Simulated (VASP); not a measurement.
Ir3Os:

```xyz
4
Lattice="3.8481 0.0000 0.0000 0.0000 3.8481 0.0000 0.0000 0.0000 3.8481" Properties=species:S:1:pos:R:3 pbc="T T T"
Os    0.0000    0.0000    0.0000
Ir    0.0000    1.9240    1.9240
Ir    1.9240    1.9240    0.0000
Ir    1.9240    0.0000    1.9240
```

```yaml
Program: VASP 6.6.1
Task: relaxation of cell and atoms
Functional: PBEsol
Potentials_or_basis: VASP PAW PBE potentials, release 64 (Os, Ir)
Cutoff: 600 eV
k_mesh: 7 × 7 × 7
Occupations: fermi-dirac, width 0.05 eV
Spin: no spin polarisation
```

At the start: pressure -5.4 GPa; volume 14.25 Å³/atom.

Question: Where does the relaxation end?

Answer: Over 4 steps the energy falls by 3.4 meV/atom and the volume is 14.05 Å³/atom (-1.4 %); space group Pm-3m (No. 221, to 0.1 Å) before and after.

The path:
| step | energy change (eV) | largest force (eV/Å) | pressure (GPa) | volume (Å³) |
| --- | --- | --- | --- | --- |
| 1 | 0.0000 | 0.0000 | -5.41 | 56.98 |
| 2 | 0.2231 | 0.0000 | 26.05 | 53.11 |
| 3 | -0.0136 | 0.0000 | -0.14 | 56.21 |
| 4 | -0.0136 | 0.0000 | -0.01 | 56.19 |

Final structure:
```
Os Ir
1.0
     3.83024    0.00000    0.00000
     0.00000    3.83024    0.00000
     0.00000    0.00000    3.83024
Os Ir
1 3
Direct
  0.00000 0.00000 0.00000
  0.00000 0.50000 0.50000
  0.50000 0.50000 0.00000
  0.50000 0.00000 0.50000
```

Caveat: the PAW data sets were made with another functional, which shifts forces and pressure a little.
